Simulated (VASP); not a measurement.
# Si27C26N (a cell with a defect) in VASP: relaxation of the atoms with PBE

Aim: the relaxation of the atoms of Si27C26N (a cell with a defect) with PBE.

All numbers are computed with VASP 6.6.1; they aren't measurements. Logs are shortened: lines on timing, memory, paths and dates and some standing lists are left out, and cuts for length are marked.

## Step 1: The cell of the first run

The cell holds a defect, 54 atoms: a = 9.245 Å, b = 9.245 Å, c = 9.245 Å, α = 60.00°, β = 60.00°, γ = 60.00°.

## Step 2: Relaxation of the atoms, PBE

Input file INCAR:

```
SYSTEM = Si27C26N
PREC = Accurate ; ENCUT = 520
EDIFF = 1E-6 ; ISMEAR = -1
SIGMA = 0.01 ; LREAL = Auto
LASPH = .TRUE. ; NELM = 100
ALGO = Normal ; ISIF = 2
LWAVE = .FALSE. ; LCHARG = .FALSE.
GGA = PE ; IBRION = 2
NSW = 60 ; EDIFFG = -0.03
NELECT = 216.0 ; LUSENCCL = .FALSE.
```

Input file KPOINTS:

```
Automatic mesh
0
G
  3 3 3
  0 0 0
```

Input file POSCAR:

```
Si27C26N
1.0
    0.0000000000      6.5370000000      6.5370000000
    6.5370000000      0.0000000000      6.5370000000
    6.5370000000      6.5370000000      0.0000000000
Si N C
27 1 26
Direct
    0.0000000000      0.0000000000      0.0000000000
    0.0000000000      0.0000000000      0.3333333333
    0.0000000000      0.0000000000      0.6666666667
    0.0000000000      0.3333333333      0.0000000000
    0.0000000000      0.3333333333      0.3333333333
    0.0000000000      0.3333333333      0.6666666667
    0.0000000000      0.6666666667      0.0000000000
    0.0000000000      0.6666666667      0.3333333333
    0.0000000000      0.6666666667      0.6666666667
    0.3333333333      0.0000000000      0.0000000000
    0.3333333333      0.0000000000      0.3333333333
    0.3333333333      0.0000000000      0.6666666667
    0.3333333333      0.3333333333      0.0000000000
    0.3333333333      0.3333333333      0.3333333333
    0.3333333333      0.3333333333      0.6666666667
    0.3333333333      0.6666666667      0.0000000000
    0.3333333333      0.6666666667      0.3333333333
    0.3333333333      0.6666666667      0.6666666667
    0.6666666667      0.0000000000      0.0000000000
    0.6666666667      0.0000000000      0.3333333333
    0.6666666667      0.0000000000      0.6666666667
    0.6666666667      0.3333333333      0.0000000000
    0.6666666667      0.3333333333      0.3333333333
    0.6666666667      0.3333333333      0.6666666667
    0.6666666667      0.6666666667      0.0000000000
    0.6666666667      0.6666666667      0.3333333333
    0.6666666667      0.6666666667      0.6666666667
    0.0833333333      0.0833333333      0.0833333333
    0.0833333333      0.0833333333      0.4166666667
    0.0833333333      0.0833333333      0.7500000000
    0.0833333333      0.4166666667      0.0833333333
    0.0833333333      0.4166666667      0.4166666667
    0.0833333333      0.4166666667      0.7500000000
    0.0833333333      0.7500000000      0.0833333333
    0.0833333333      0.7500000000      0.4166666667
    0.0833333333      0.7500000000      0.7500000000
    0.4166666667      0.0833333333      0.0833333333
    0.4166666667      0.0833333333      0.4166666667
    0.4166666667      0.0833333333      0.7500000000
    0.4166666667      0.4166666667      0.0833333333
    0.4166666667      0.4166666667      0.4166666667
    0.4166666667      0.4166666667      0.7500000000
    0.4166666667      0.7500000000      0.0833333333
    0.4166666667      0.7500000000      0.4166666667
    0.4166666667      0.7500000000      0.7500000000
    0.7500000000      0.0833333333      0.0833333333
    0.7500000000      0.0833333333      0.4166666667
    0.7500000000      0.0833333333      0.7500000000
    0.7500000000      0.4166666667      0.0833333333
    0.7500000000      0.4166666667      0.4166666667
    0.7500000000      0.4166666667      0.7500000000
    0.7500000000      0.7500000000      0.0833333333
    0.7500000000      0.7500000000      0.4166666667
    0.7500000000      0.7500000000      0.7500000000
```

Potentials or basis: VASP PAW PBE potentials, release 64 (Si, N, C).

Started as:

```bash
> cat potpaw_PBE.64/Si/POTCAR potpaw_PBE.64/N/POTCAR potpaw_PBE.64/C/POTCAR > POTCAR
> mpirun -np 1 vasp_std > vasp.out
```

OUTCAR:

```text
SYSTEM = Si27C26N
   PREC = Accurate
   ENCUT = 520
   EDIFF = 1E-6
   ISMEAR = -1
   LREAL = Auto
   LASPH = .TRUE.
   NELM = 100
   ISIF = 2
   GGA = PE
   IBRION = 2
   NSW = 60
   EDIFFG = -0.03
   NELECT = 216.0

 ion  position               nearest neighbor table
   1  0.000  0.000  0.000-  28 1.89  30 1.89  34 1.89  46 1.89   7 3.08   8 3.08  10 3.08  12 3.08
                            16 3.08  19 3.08  20 3.08  22 3.08   2 3.08   3 3.08   4 3.08   6 3.08
   2  0.000  0.000  0.333-  28 1.89  29 1.89  35 1.89  47 1.89  10 3.08  11 3.08  17 3.08  20 3.08
                            23 3.08   1 3.08   4 3.08   5 3.08   8 3.08  21 3.08   9 3.08   3 3.08
   3  0.000  0.000  0.667-  30 1.89  29 1.89  36 1.89  48 1.89  12 3.08  18 3.08  19 3.08  21 3.08
                            24 3.08   1 3.08   6 3.08   7 3.08   9 3.08  11 3.08   5 3.08   2 3.08
   4  0.000  0.333  0.000-  28 1.89  31 1.89  33 1.89  49 1.89  10 3.08  13 3.08  15 3.08  22 3.08
                            23 3.08   1 3.08   2 3.08   5 3.08   6 3.08   9 3.08  25 3.08   7 3.08
   5  0.000  0.333  0.333-  29 1.89  31 1.89  50 1.89  32 1.89  14 3.08  23 3.08   2 3.08   4 3.08
                            11 3.08  13 3.08   3 3.08   7 3.08  24 3.08  26 3.08   6 3.08   8 3.08
   6  0.000  0.333  0.667-  30 1.89  32 1.89  33 1.89  51 1.89  15 3.08  22 3.08  24 3.08   1 3.08
                             3 3.08   4 3.08  12 3.08  14 3.08  27 3.08   8 3.08   9 3.08   5 3.08
   7  0.000  0.667  0.000-  34 1.89  31 1.89  36 1.89  52 1.89  16 3.08  18 3.08  19 3.08  25 3.08
                            26 3.08   1 3.08   3 3.08   8 3.08   9 3.08  13 3.08   5 3.08   4 3.08
   8  0.000  0.667  0.333-  32 1.89  34 1.89  35 1.89  53 1.89  17 3.08  20 3.08  26 3.08   1 3.08
                             2 3.08   7 3.08  16 3.08  14 3.08  27 3.08   5 3.08   9 3.08   6 3.08
   9  0.000  0.667  0.667-  36 1.89  35 1.89  33 1.89  54 1.89  25 3.08  27 3.08   3 3.08   7 3.08
[... 62 lines left out ...]
  53  0.750  0.750  0.417-   8 1.89  20 1.89  26 1.89  27 1.89
  54  0.750  0.750  0.750-  27 1.89  21 1.89  25 1.89   9 1.89

  LATTYP: Found a face centered cubic cell.
 ALAT       =    13.0740000000

  Lattice vectors:

 A1 = (   0.0000000000,   6.5370000000,   6.5370000000)
 A2 = (   6.5370000000,   0.0000000000,   6.5370000000)
 A3 = (   6.5370000000,   6.5370000000,   0.0000000000)

Analysis of symmetry for initial positions (statically):
=====================================================================
 Subroutine PRICEL returns:
 Original cell was already a primitive cell.

 Routine SETGRP: Setting up the symmetry group for a
 face centered cubic supercell.

 Subroutine GETGRP returns: Found 24 space group operations
 (whereof  6 operations were pure point group operations)
 out of a pool of 48 trial point group operations.

[... 212 lines left out ...]
   EMIN   =  10.00;   EMAX   =-10.00  energy-range for DOS
   EFERMI =   0.00;   METHOD = LEGACY
   ISMEAR =    -1;   SIGMA  =   0.01  broadening in eV -4-tet -1-fermi 0-gaus
   EFERMI_NEDOS =   21; number of points for ismear=-14 and -15
   IALGO  =     38    algorithm
   IMIX   =      4    mixing-type and parameters
     AMIX     =   0.40;   BMIX     =  1.00
     AMIX_MAG =   1.60;   BMIX_MAG =  1.00
  volume/ion in A,a.u.               =      10.35        69.82
  Fermi-wavevector in a.u.,A,eV,Ry     =   1.192626  2.253736 19.352338  1.422357
  Thomas-Fermi vector in A             =   2.328660
   LORBIT       =      0    0 simple, 1 ext, 2 COOP (PROOUT), +10 PAW based schemes
   GGA     = PE    functional components
   LHFCALC =     F    Hartree Fock is set to
   AEXX    =    0.0000 exact exchange contribution
   IVDW    =     0    specifies the selected vdW correction
   LEPSILON=     F    determine dielectric tensor
   LRPA    =     F    only Hartree local field effects (RPA)
 conjugate gradient relaxation of ions
 non-spin polarized calculation
  energy-cutoff  :      520.00
  volume of cell :      558.68
 maximum number of plane-waves:     15070
 NGX is ok and might be reduce to    70
   NGX = 35   NGY = 35   NGZ = 35

--------------------------------------- Ionic step        1  -------------------------------------------

 number of electron     215.9999999 magnetization

 Free energy of the ion-electron system (eV)
  ---------------------------------------------------
  ext. energy  EPLUGINS =         0.00000000
  ---------------------------------------------------
  free energy    TOTEN  =      -416.04878443 eV

  energy without entropy =     -416.04878443  energy(sigma->0) =     -416.04878443

------------------------ aborting loop because EDIFF is reached ----------------------------------------

  FORCE on cell =-STRESS in cart. coord.  units (eV):
  Direction    XX          YY          ZZ          XY          YZ          ZX
  --------------------------------------------------------------------------------------
  -------------------------------------------------------------------------------------
  Total       -3.6992573     -3.6992573     -3.6992573      0.0000000      0.0000000     -0.0000000
  in kB      -10.6086391    -10.6086391    -10.6086391      0.0000000      0.0000000     -0.0000000
  external PRESSURE =     -10.6086391 kB  Pullay stress =       0.0000000 kB
[... 339 lines left out ...]
--------------------------------------- Ionic step        5  -------------------------------------------

 number of electron     215.9999998 magnetization

 Free energy of the ion-electron system (eV)
  ---------------------------------------------------
  ext. energy  EPLUGINS =         0.00000000
  ---------------------------------------------------
  free energy    TOTEN  =      -416.18426928 eV

  energy without entropy =     -416.18426928  energy(sigma->0) =     -416.18426928

 E-fermi :   8.3332     XC(G=0): -11.3348

 val. band max:        8.0809415332   @ k =   0.0000   0.0000   0.0000
 cond. band min:       9.5829187365   @ k =   0.3333   0.3333   0.0000
 fundamental gap:      1.5019772033
 Fermi energy:         8.3332255372

 k-point     1 :       0.0000    0.0000    0.0000
  band No.  band energies     occupation
      1      -8.4353      2.00000
      2      -6.9620      2.00000
      3      -5.2425      2.00000
      4      -5.2425      2.00000
      5      -5.2425      2.00000
      6      -5.1901      2.00000
[... 481 lines left out ...]
    119      13.0959      0.00000
    120      13.1903      0.00000
 [bands above 120 left out]

------------------------ aborting loop because EDIFF is reached ----------------------------------------

  FORCE on cell =-STRESS in cart. coord.  units (eV):
  Direction    XX          YY          ZZ          XY          YZ          ZX
  --------------------------------------------------------------------------------------
  -------------------------------------------------------------------------------------
  Total       -3.6158630     -3.6158630     -3.6158630      0.0000000     -0.0000000      0.0000000
  in kB      -10.3694830    -10.3694830    -10.3694830      0.0000000     -0.0000000      0.0000000
  external PRESSURE =     -10.3694830 kB  Pullay stress =       0.0000000 kB
[... 69 lines left out ...]
  FREE ENERGIE OF THE ION-ELECTRON SYSTEM (eV)
  ---------------------------------------------------
  free  energy   TOTEN  =      -416.1842692786 eV

  energy  without entropy=     -416.1842692786  energy(sigma->0) =     -416.18426928

 reached required accuracy - stopping structural energy minimisation
```

Wall time 5.5 min (1 × NVIDIA H100 80GB with 1 thread of AMD EPYC 7R13 (Zen 3), shared host); peak memory 1.7 GiB.

What came out:

| Item | Value |
| --- | --- |
| Free energy | -416.1843 eV |
| Energy gained by relaxing | 2.5 meV/atom |
| Ionic steps | 5 |
| Largest force after relaxing | 0.030 eV/Å |

Forces in eV/Å, atoms in the order of the input:
```
Si   0.004  0.004  0.004
Si  -0.004 -0.004  0.004
Si   0.000  0.000  0.007
Si  -0.004  0.004 -0.004
Si   0.022  0.001  0.001
Si  -0.001 -0.022  0.001
Si   0.000  0.007  0.000
Si  -0.001  0.001 -0.022
Si  -0.007  0.000  0.000
Si   0.004 -0.004 -0.004
Si   0.001  0.022  0.001
Si  -0.022 -0.001  0.001
Si   0.001  0.001  0.022
Si   0.000  0.000  0.000
Si  -0.001 -0.001  0.022
Si  -0.022  0.001 -0.001
Si  -0.001  0.022 -0.001
Si   0.008 -0.008 -0.008
Si   0.007  0.000  0.000
Si   0.001 -0.001 -0.022
Si   0.000 -0.007  0.000
Si   0.001 -0.022 -0.001
Si   0.022 -0.001 -0.001
Si  -0.008  0.008 -0.008
Si   0.000  0.000 -0.007
Si  -0.008 -0.008  0.008
Si   0.008  0.008  0.008
N    0.000  0.000  0.000
C    0.004  0.004  0.004
C   -0.004 -0.004  0.004
C    0.004  0.004  0.004
C    0.009 -0.009 -0.009
C   -0.004 -0.004  0.004
C   -0.004  0.004 -0.004
C   -0.004  0.004 -0.004
C   -0.017  0.017  0.017
C    0.004  0.004  0.004
C   -0.009  0.009 -0.009
C   -0.004 -0.004  0.004
C   -0.009 -0.009  0.009
C    0.009  0.009  0.009
C    0.000  0.000  0.004
C   -0.004  0.004 -0.004
C    0.000  0.004  0.000
C   -0.004  0.000  0.000
C    0.004 -0.004 -0.004
C    0.004 -0.004 -0.004
C    0.017 -0.017  0.017
C    0.004 -0.004 -0.004
C    0.004  0.000  0.000
C    0.000 -0.004  0.000
C    0.017  0.017 -0.017
C    0.000  0.000 -0.004
C   -0.017 -0.017 -0.017
```

The path:
```tsv
step	energy change (eV)	largest force (eV/Å)	pressure (GPa)
1	0.0000	1.1083	-1.06
2	0.0280	1.0087	-0.89
3	-0.1326	0.0941	-1.04
4	-0.1354	0.0325	-1.04
5	-0.1355	0.0298	-1.04
```

Final structure:
```
CELL_PARAMETERS angstrom
0.00000 6.53700 6.53700
6.53700 0.00000 6.53700
6.53700 6.53700 0.00000
ATOMIC_POSITIONS crystal
Si 0.99872 0.99872 0.99872
Si 0.99872 0.99872 0.33716
Si 0.99949 0.99949 0.66717
Si 0.99872 0.33716 0.99872
Si 0.99925 0.33390 0.33390
Si 0.99925 0.33390 0.66628
Si 0.99949 0.66717 0.99949
Si 0.99925 0.66628 0.33390
Si 0.99949 0.66717 0.66717
Si 0.33716 0.99872 0.99872
Si 0.33390 0.99925 0.33390
Si 0.33390 0.99925 0.66628
Si 0.33390 0.33390 0.99925
Si 0.33333 0.33333 0.33333
Si 0.33390 0.33390 0.66628
Si 0.33390 0.66628 0.99925
Si 0.33390 0.66628 0.33390
Si 0.33380 0.66651 0.66651
Si 0.66717 0.99949 0.99949
Si 0.66628 0.99925 0.33390
Si 0.66717 0.99949 0.66717
Si 0.66628 0.33390 0.99925
Si 0.66628 0.33390 0.33390
Si 0.66651 0.33380 0.66651
Si 0.66717 0.66717 0.99949
Si 0.66651 0.66651 0.33380
Si 0.66651 0.66651 0.66651
N 0.08333 0.08333 0.08333
C 0.08372 0.08372 0.41492
C 0.08372 0.08372 0.75097
C 0.08372 0.41492 0.08372
C 0.08351 0.41661 0.41661
C 0.08372 0.41492 0.75097
C 0.08372 0.75097 0.08372
C 0.08372 0.75097 0.41492
C 0.08346 0.74996 0.74996
C 0.41492 0.08372 0.08372
C 0.41661 0.08351 0.41661
C 0.41492 0.08372 0.75097
C 0.41661 0.41661 0.08351
C 0.41661 0.41661 0.41661
C 0.41669 0.41669 0.74997
C 0.41492 0.75097 0.08372
C 0.41669 0.74997 0.41669
C 0.41669 0.74997 0.74997
C 0.75097 0.08372 0.08372
C 0.75097 0.08372 0.41492
C 0.74996 0.08346 0.74996
C 0.75097 0.41492 0.08372
C 0.74997 0.41669 0.41669
C 0.74997 0.41669 0.74997
C 0.74996 0.74996 0.08346
C 0.74997 0.74997 0.41669
C 0.74996 0.74996 0.74996
```

Levels at points of the mesh, in eV from the Fermi level:
```
           k point  band 106  band 107  band 108  band 109  band 110  band 111
(0.00, 0.00, 0.00)     -0.25     -0.25     -0.25      2.04      2.44      2.44
```

Caveat: the cell carries a net charge on a neutralising background, which shifts energy and pressure; the cell is charged against a uniform background, so pressure and absolute levels hang on convention.
